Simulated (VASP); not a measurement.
# ScAl (Pm-3m) in VASP: further runs

ScAl is run at these levels: PBEsol; tasks: single point.

Everything below comes from runs of VASP 6.6.1. Logs are shortened: lines on timing, memory, paths and dates and some standing lists are left out, and cuts for length are marked.

## Step 1: The cell of the first run

The structure is cubic, space group Pm-3m (No. 221). The conventional cell has a = 3.345 Å, b = 3.345 Å, c = 3.345 Å, α = 90.00°, β = 90.00°, γ = 90.00°. Sc (site symmetry m-3m) has 8 Al at 2.90 Å and 6 Sc at 3.34 Å within 3.8 Å. Al (site symmetry m-3m) has 8 Sc at 2.90 Å and 6 Al at 3.34 Å within 3.8 Å.

## Step 2: Single point, PBEsol

Contents of INCAR:

```
ALGO     = Normal         # electronic algorithm
EDIFF    = 1E-7           # SCF threshold, eV
ENCUT    = 520            # plane-wave cutoff, eV
GGA      = PS             # functional
ISIF     = 2              # what is computed and relaxed
ISMEAR   = -1             # smearing method
LASPH    = True           # aspherical terms in the spheres
LCHARG   = False          # write CHGCAR
LREAL    = False          # projectors in reciprocal space
LWAVE    = False          # write WAVECAR
NBANDS   = 14             # bands
NELM     = 80             # most SCF steps
PREC     = Accurate       # precision mode
SIGMA    = 0.05           # smearing width, eV
```

Contents of KPOINTS:

```
k-points
0
Gamma
  12 12 12
```

Contents of POSCAR:

```
ScAl
1.0
    3.3446046997      0.0000000000      0.0000000000
    0.0000000000      3.3446046997      0.0000000000
    0.0000000000      0.0000000000      3.3446046997
Sc Al
1 1
Direct
    0.5000000000      0.5000000000      0.5000000000
    0.0000000000      0.0000000000      0.0000000000
```

Potentials or basis: VASP PAW PBE potentials, release 64 (Sc_sv, Al).

The run is started by

```
$ cat potpaw_PBE.64/Sc_sv/POTCAR potpaw_PBE.64/Al/POTCAR > POTCAR
$ mpirun -np 1 vasp_std > vasp.out
```

OUTCAR:

```text
EDIFF = 1E-7
   ENCUT = 520
   GGA = PS
   ISIF = 2
   ISMEAR = -1
   LASPH = True
   LREAL = False
   NELM = 80
   PREC = Accurate

 ion  position               nearest neighbor table
   1  0.500  0.500  0.500-   2 2.90   2 2.90   2 2.90   2 2.90   2 2.90   2 2.90   2 2.90   2 2.90

   2  0.000  0.000  0.000-   1 2.90   1 2.90   1 2.90   1 2.90   1 2.90   1 2.90   1 2.90   1 2.90

  LATTYP: Found a simple cubic cell.
 ALAT       =     3.3446046997

  Lattice vectors:

 A1 = (   3.3446046997,   0.0000000000,   0.0000000000)
 A2 = (   0.0000000000,   3.3446046997,   0.0000000000)
 A3 = (   0.0000000000,   0.0000000000,   3.3446046997)

Analysis of symmetry for initial positions (statically):
=====================================================================
 Subroutine PRICEL returns:
 Original cell was already a primitive cell.

 Routine SETGRP: Setting up the symmetry group for a
 simple cubic supercell.

 Subroutine GETGRP returns: Found 48 space group operations
 (whereof 48 operations were pure point group operations)
 out of a pool of 48 trial point group operations.

The static configuration has the point symmetry O_h .

Analysis of symmetry for dynamics (positions and initial velocities):
=====================================================================
 Subroutine PRICEL returns:
 Original cell was already a primitive cell.

 Routine SETGRP: Setting up the symmetry group for a
 simple cubic supercell.

 Subroutine GETGRP returns: Found 48 space group operations
 (whereof 48 operations were pure point group operations)
 out of a pool of 48 trial point group operations.

The dynamic configuration has the point symmetry O_h .

 Subroutine INISYM returns: Found 48 space group operations
 (whereof 48 operations are pure point group operations),
 and found     1 'primitive' translations

----------------------------------------------------------------------------------------

                                     Primitive cell

  volume of cell :      37.4140

  direct lattice vectors                    reciprocal lattice vectors
     3.344604700  0.000000000  0.000000000     0.298988996  0.000000000  0.000000000
     0.000000000  3.344604700  0.000000000     0.000000000  0.298988996  0.000000000
     0.000000000  0.000000000  3.344604700     0.000000000  0.000000000  0.298988996

  length of vectors
     3.344604700  3.344604700  3.344604700     0.298988996  0.298988996  0.298988996

  position of ions in fractional coordinates (direct lattice)
     0.500000000  0.500000000  0.500000000
     0.000000000  0.000000000  0.000000000

  ion indices of the primitive-cell ions
   primitive index   ion index
                 1           1
                 2           2

----------------------------------------------------------------------------------------

 KPOINTS: k-points

Automatic generation of k-mesh.
 Grid dimensions read from file:
 generate k-points for:   12   12   12

 Generating k-lattice:

  Cartesian coordinates                     Fractional coordinates (reciprocal lattice)
     0.024915750  0.000000000  0.000000000     0.083333333  0.000000000  0.000000000
     0.000000000  0.024915750  0.000000000     0.000000000  0.083333333  0.000000000
     0.000000000  0.000000000  0.024915750     0.000000000  0.000000000  0.083333333

  Length of vectors
     0.024915750  0.024915750  0.024915750

  Shift w.r.t. Gamma in fractional coordinates (k-lattice)
     0.000000000  0.000000000  0.000000000

 Subroutine IBZKPT returns following result:
 ===========================================

 Found     84 irreducible k-points:

 Following reciprocal coordinates:
            Coordinates               Weight
  0.000000  0.000000  0.000000      1.000000
  0.083333  0.000000  0.000000      6.000000
  0.166667  0.000000  0.000000      6.000000
  0.250000  0.000000  0.000000      6.000000
  0.333333  0.000000  0.000000      6.000000
  0.416667  0.000000  0.000000      6.000000
[... 16 lines left out ...]
  0.333333  0.333333  0.000000     12.000000
  0.416667  0.333333  0.000000     24.000000
 [... further k-points ...]
   k-points           NKPTS =     84   k-points in BZ     NKDIM =     84   number of bands    NBANDS=     14
   number of dos      NEDOS =    301   number of ions     NIONS =      2
   total plane-waves  NPLWV =  21952
   dimension x,y,z NGX =    28 NGY =   28 NGZ =   28
   dimension x,y,z NGXF=    56 NGYF=   56 NGZF=   56
   ions per type =               1   1
   NGX,Y,Z   is equivalent  to a cutoff of  13.92, 13.92, 13.92 a.u.
   NGXF,Y,Z  is equivalent  to a cutoff of  27.84, 27.84, 27.84 a.u.
 SYSTEM =  unknown system
   PREC   = accura    normal or accurate (medium, high low for compatibility)
   ISTART =      0    job   : 0-new  1-cont  2-samecut
   ICHARG =      2    charge: 1-file 2-atom 10-const
   ISPIN  =      1    spin polarized calculation?
   LNONCOLLINEAR =      F non collinear calculations
   LSORBIT =      F    spin-orbit coupling
   LASPH  =      T    aspherical Exc in radial PAW
   ENCUT  =  520.0 eV  38.22 Ry    6.18 a.u.   6.22  6.22  6.22*2*pi/ulx,y,z
   NELM   =     80;   NELMIN=  2; NELMDL= -5     # of ELM steps
   EDIFF  = 0.1E-06   stopping-criterion for ELM
   LREAL  =      F    real-space projection
   EDIFFG = 0.1E-05   stopping-criterion for IOM
   NSW    =      0    number of steps for IOM
   IBRION =     -1    ionic relax: 0-MD 1-quasi-New 2-CG
   NFREE  =      0    steps in history (QN), initial steepest desc. (CG)
   ISIF   =      2    stress and relaxation
   ISYM   =      2    0-nonsym 1-usesym 2-fastsym
   POTIM  = 0.5000    time-step for ionic-motion
   TEBEG  =    0.0;   TEEND  =   0.0 temperature during run
   PSTRESS=    0.0 pullay stress
   NELECT =      14.0000    total number of electrons
   NUPDOWN=      -1.0000    fix difference up-down
   EMIN   =  10.00;   EMAX   =-10.00  energy-range for DOS
   EFERMI =   0.00;   METHOD = LEGACY
   ISMEAR =    -1;   SIGMA  =   0.05  broadening in eV -4-tet -1-fermi 0-gaus
   EFERMI_NEDOS =   21; number of points for ismear=-14 and -15
   IALGO  =     38    algorithm
   IMIX   =      4    mixing-type and parameters
     AMIX     =   0.40;   BMIX     =  1.00
     AMIX_MAG =   1.60;   BMIX_MAG =  1.00
  volume/ion in A,a.u.               =      18.71       126.24
  Fermi-wavevector in a.u.,A,eV,Ry     =   1.179703  2.229316 18.935219  1.391699
  Thomas-Fermi vector in A             =   2.316009
   LORBIT       =      0    0 simple, 1 ext, 2 COOP (PROOUT), +10 PAW based schemes
   GGA     = PS    functional components
   LHFCALC =     F    Hartree Fock is set to
   AEXX    =    0.0000 exact exchange contribution
   IVDW    =     0    specifies the selected vdW correction
   LEPSILON=     F    determine dielectric tensor
   LRPA    =     F    only Hartree local field effects (RPA)
 non-spin polarized calculation
  energy-cutoff  :      520.00
  volume of cell :       37.41
 maximum number of plane-waves:      1024
 NGX is ok and might be reduce to    28
   NGX = 13   NGY = 13   NGZ = 13

 number of electron      14.0000002 magnetization

 Free energy of the ion-electron system (eV)
  ---------------------------------------------------
  ext. energy  EPLUGINS =         0.00000000
  ---------------------------------------------------
  free energy    TOTEN  =       -11.62634185 eV

  energy without entropy =      -11.62006519  energy(sigma->0) =      -11.62320352

 E-fermi :   6.1353     XC(G=0): -10.5007

 val. band max:        6.1132638524   @ k =   0.3333   0.0000   0.0000
 cond. band min:       6.2057151521   @ k =   0.5000   0.1667   0.0000
 fundamental gap:      0.0924512996
 Fermi energy:         6.1353207170

 k-point     1 :       0.0000    0.0000    0.0000
  band No.  band energies     occupation
      1     -43.0087      2.00000
      2     -21.6844      2.00000
      3     -21.6844      2.00000
      4     -21.6844      2.00000
      5      -2.3971      2.00000
      6       5.4382      2.00000
      7       5.4382      2.00000
      8       8.9290      0.00000
      9       8.9290      0.00000
     10       8.9290      0.00000
     11       9.9864      0.00000
     12       9.9864      0.00000
     13       9.9864      0.00000
     14      14.9030      0.00000

 k-point     2 :       0.0833    0.0000    0.0000
  band No.  band energies     occupation
      1     -43.0075      2.00000
      2     -21.6979      2.00000
      3     -21.6832      2.00000
      4     -21.6832      2.00000
      5      -2.2954      2.00000
      6       5.3411      2.00000
      7       5.4901      2.00000
      8       8.5964      0.00000
      9       8.5964      0.00000
     10       8.9444      0.00000
     11       9.7015      0.00000
     12      10.3857      0.00000
     13      10.3857      0.00000
     14      14.7177      0.00000

 k-point     3 :       0.1667    0.0000    0.0000
  band No.  band energies     occupation
      1     -43.0045      2.00000
      2     -21.7347      2.00000
      3     -21.6799      2.00000
      4     -21.6799      2.00000
      5      -1.9947      2.00000
      6       4.9626      2.00000
      7       5.6388      1.99990
      8       8.0709      0.00000
      9       8.0709      0.00000
     10       8.9869      0.00000
     11       9.2890      0.00000
     12      11.1177      0.00000
     13      11.1177      0.00000
     14      14.2191      0.00000
[... 324 lines left out ...]
 k-point    23 :       0.3333    0.3333    0.0000
  band No.  band energies     occupation
      1     -42.9839      2.00000
      2     -21.8161      2.00000
      3     -21.8108      2.00000
      4     -21.6577      2.00000
      5       0.3377      2.00000
      6       3.9255      2.00000
      7       4.5334      2.00000
      8       6.6970      0.00003
      9       7.5969      0.00000
     10       7.9902      0.00000
     11       9.8331      0.00000
     12      10.9386      0.00000
     13      12.7712      0.00000
     14      13.7631      0.00000

 k-point    24 :       0.4167    0.3333    0.0000
  band No.  band energies     occupation
      1     -42.9809      2.00000
      2     -21.8478      2.00000
      3     -21.8084      2.00000
      4     -21.6545      2.00000
      5       0.8330      2.00000
      6       3.4141      2.00000
      7       4.7475      2.00000
      8       6.4200      0.00671
      9       7.5337      0.00000
     10       7.9699      0.00000
     11       9.8892      0.00000
     12      11.1987      0.00000
     13      12.1606      0.00000
     14      13.7226      0.00000

 [... further k-points ...]

------------------------ aborting loop because EDIFF is reached ----------------------------------------

  FORCE on cell =-STRESS in cart. coord.  units (eV):
  Direction    XX          YY          ZZ          XY          YZ          ZX
  --------------------------------------------------------------------------------------
  -------------------------------------------------------------------------------------
  Total        0.0278160      0.0278160      0.0278160      0.0000000     -0.0000000      0.0000000
  in kB        1.1911633      1.1911633      1.1911633      0.0000000     -0.0000000      0.0000000
  external PRESSURE =       1.1911633 kB  Pullay stress =       0.0000000 kB

 VOLUME and BASIS-vectors are now :
 -----------------------------------------------------------------------------
  energy-cutoff  :      520.00
  volume of cell :       37.41
      direct lattice vectors                 reciprocal lattice vectors
     3.344604700  0.000000000  0.000000000     0.298988996  0.000000000  0.000000000
     0.000000000  3.344604700  0.000000000     0.000000000  0.298988996  0.000000000
     0.000000000  0.000000000  3.344604700     0.000000000  0.000000000  0.298988996

 POSITION                                       TOTAL-FORCE (eV/Angst)
 -----------------------------------------------------------------------------------
      1.67230      1.67230      1.67230         0.000000      0.000000      0.000000
      0.00000      0.00000      0.00000         0.000000      0.000000      0.000000
 -----------------------------------------------------------------------------------
    total drift:                                0.000000      0.000000      0.000000

  FREE ENERGIE OF THE ION-ELECTRON SYSTEM (eV)
  ---------------------------------------------------
  free  energy   TOTEN  =       -11.6263418548 eV

  energy  without entropy=      -11.6200651940  energy(sigma->0) =      -11.62320352
```

Run time: 53 s. Hardware: 1 thread of Intel Xeon 8259CL, shared host; peak memory 0.19 GiB.

Results:

```yaml
Free_energy: -11.6263 eV
Pressure: 0.1 GPa
Band_gap_on_the_k_mesh: zero (bands 7 and 8 overlap by 1.19 eV)
```

Caveat: the PAW data sets were made with another functional, which shifts forces and pressure a little.

(Part 1 of 2 ends here.)
